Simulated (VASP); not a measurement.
TaOF: relaxation of cell and atoms with PBE

TaOF:

```xyz
3
Lattice="3.5998 0.0000 0.0000 -1.7999 3.1175 0.0000 0.0000 0.0000 2.8504" Properties=species:S:1:pos:R:3 pbc="T T T"
Ta    0.0000    0.0000    1.4252
O     1.7999    1.0392    1.4252
F     0.0000    2.0783    0.0000
```

The cell was generated, and may not be a known phase.

```json
{"Program": "VASP 6.6.1", "Task": "relaxation of cell and atoms", "Functional": "PBE", "Potentials or basis": "VASP PAW PBE potentials, release 64 (Ta_pv, O, F)", "Cutoff": "600 eV", "k mesh": "12 × 12 × 16", "Occupations": "gaussian, width 0.1 eV", "Spin": "no spin polarisation", "Dipole correction": "no", "Further INCAR settings": "ALGO = Normal; EDIFF = 1e-06; IBRION = 2; EDIFFG = -0.01; NSW = 100; ISIF = 3"}
```

```yaml
Relaxed_volume: 10.78 Å³/atom
Relaxed_cell: a = 3.592 Å, b = 3.592 Å, c = 2.895 Å, α = 90.00°, β = 90.00°, γ = 120.00°
Space_group_after_relaxing_to_0.1_Å: P-6m2 (No. 187)
Energy_gained_by_relaxing: 1.8 meV/atom
Ionic_steps: 5
Pressure_after_relaxing: 0.0 GPa
Band_gap_on_the_k_mesh: zero (bands 12 and 13 overlap by 1.22 eV)
```

Step by step:
| step | energy change (eV) | largest force (eV/Å) | pressure (GPa) | volume (Å³) |
| --- | --- | --- | --- | --- |
| 1 | 0.0000 | 0.0000 | 1.08 | 31.99 |
| 2 | -0.0049 | 0.0000 | -0.25 | 32.32 |
| 3 | -0.0051 | 0.0000 | -0.65 | 32.42 |
| 4 | -0.0048 | 0.0000 | 0.91 | 32.26 |
| 5 | -0.0053 | 0.0000 | 0.00 | 32.35 |

Final structure:
```
CELL_PARAMETERS angstrom
3.59243 0.00000 0.00000
-1.79622 3.11114 0.00000
0.00000 0.00000 2.89461
ATOMIC_POSITIONS crystal
Ta 0.00000 0.00000 0.50000
O 0.66667 0.33333 0.50000
F 0.33333 0.66667 0.00000
```

Levels at points of the mesh, in eV from the Fermi level:
```
           k point  band 9  band 10  band 11  band 12  band 13  band 14  band 15  band 16
(0.00, 0.00, 0.00)   -5.96    -5.96    -4.04    -3.76     1.83     1.83     1.84     4.70
(0.50, 0.00, 0.00)   -6.87    -6.02    -4.54    -2.65     0.08     1.53     2.34     3.07
(0.00, 0.00, 0.50)   -7.57    -7.57    -6.17    -0.69    -0.69     3.43     4.28     4.28
(0.50, 0.00, 0.50)   -6.36    -6.00    -5.23     0.21     0.46     1.54     1.80     4.97
```

It took 5.4 min on 1 thread of Oxide Virtual Turin-like Processor, with other jobs on the host, peak memory 0.23 GiB.

Caveat: spin-orbit coupling is left out, which moves the levels of the heavy elements.
